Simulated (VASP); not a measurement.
The system is MgO.

```
Mg O
1.0
     0.00000    2.10000    2.10000
     2.10000    0.00000    2.10000
     2.10000    2.10000    0.00000
Mg O
1 1
Direct
  0.00000 0.00000 0.00000
  0.50000 0.50000 0.50000
```

Base run:

```yaml
Program: VASP 6.6.1
Functional: r2SCAN
Potentials_or_basis: VASP PAW PBE potentials, release 64 (Mg_sv, O)
Cutoff: 660 eV
k_mesh: 9 × 9 × 9
Occupations: fermi-dirac, width 0.05 eV
Spin: no spin polarisation
```

Its results: band gap on the k mesh 5.74 eV, direct; pressure 0.3 GPa.

Q: The run is repeated on the same cell with these changes: potentials or basis from VASP PAW PBE potentials, release 64 (Mg_sv, O) to VASP PAW PBE potentials, release 64 (Mg, O); cutoff from 660 eV to 520 eV; further incar settings from ALGO = Normal; EDIFF = 1e-06; NBANDS = 15 to ALGO = Normal; EDIFF = 1e-06; NBANDS = 11; valence electrons from 16 to 8. What comes out?

A: Band gap on the k mesh 5.69 eV, direct; pressure -0.6 GPa.

Caveats: the PAW data sets were made with another functional, which shifts forces and pressure a little.

